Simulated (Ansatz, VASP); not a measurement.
One calculation of AlP, two programs

POSCAR

```
AlP
1.0
    2.7021207219      2.7021207219      0.0000000000
   -2.7021207219      2.7021207219      0.0000000000
    0.0000000000      2.7021207219      2.7021207219
Al P
1 1
Direct
    0.0000000000      0.0000000000      0.0000000000
    0.7500000000      0.2500000000      0.5000000000
```

The input INCAR.step1:

```
SYSTEM = AlP
PREC = Accurate
ENCUT = 550
ISMEAR = 0
SIGMA = 0.01
LREAL = .FALSE.
LASPH = .TRUE.
NELM = 120
NBANDS = 11
GGA = PE
ALGO = Normal
EDIFF = 1E-5
LWAVE = .TRUE.
LCHARG = .FALSE.
GGA_COMPAT = .FALSE.
```

Contents of INCAR.step2:

```
SYSTEM = AlP
PREC = Accurate
ENCUT = 550
EDIFF = 1E-6
ISMEAR = 0
SIGMA = 0.01
LREAL = .FALSE.
LASPH = .TRUE.
NELM = 120
ALGO = Normal
ISIF = 2
LWAVE = .FALSE.
LCHARG = .FALSE.
METAGGA = R2SCAN
LMIXTAU = .TRUE.
NBANDS = 11
ISTART = 1
GGA_COMPAT = .FALSE.
```

The input KPOINTS:

```
Automatic mesh
0
G
  8 8 8
  0 0 0
```

Input for Ansatz:

```yaml
crystal:
  lattice:
    - [2.70212072189, 2.70212072189, 0.0]
    - [-2.70212072189, 2.70212072189, 0.0]
    - [0.0, 2.70212072189, 2.70212072189]
  atoms:
    - { symbol: Al, position: [0.0, 0.0, 0.0] }
    - { symbol: P, position: [0.75, 0.25, 0.5] }
kpoints:
  mp_grid: { grid: [8, 8, 8] }
scf:
  occupations: { method: fixed }
  convergence: { dr2_threshold: 1.0e-10 }
hamiltonian:
  xc: r2scan
  pseudopotentials: { kind: paw }
output:
  forces: true
  stress: true
  eigenstates:
    kpoints:
      - [0.0, 0.0, 0.0]
      - [-0.5, 0.5, 0.0]
      - [-0.5, -0.5, -0.5]
      - [0.0, 0.0, -0.5]
      - [0.0, -0.5, -0.5]
      - [0.0, 0.5, 0.0]
      - [-0.5, 0.0, 0.0]
      - [-0.5, 0.0, -0.5]
  eigenvalues: true
```

Alike in both runs: task single point; functional r2SCAN; k mesh 8 × 8 × 8; no spin polarisation.

```csv
,VASP,Ansatz
version,VASP 6.6.1,Ansatz 0.2.0
potentials or method,"VASP PAW PBE potentials, release 64 (Al, P)","PAW with Ansatz's default frozen-core files, scalar-relativistic"
plane-wave cutoff (eV),550,500
occupations,"gaussian, width 0.01 eV",fixed
valence electrons in the cell,8,8
```

|  | VASP | Ansatz | Ansatz less VASP |
| --- | --- | --- | --- |
| gap on the k mesh at the Fermi level (eV) | 1.85 | 1.85 | -0.001 |
| pressure (GPa) | 3.7 | 4.0 | +0.34 |

VASP's potentials were made for PBE, not for r2SCAN.
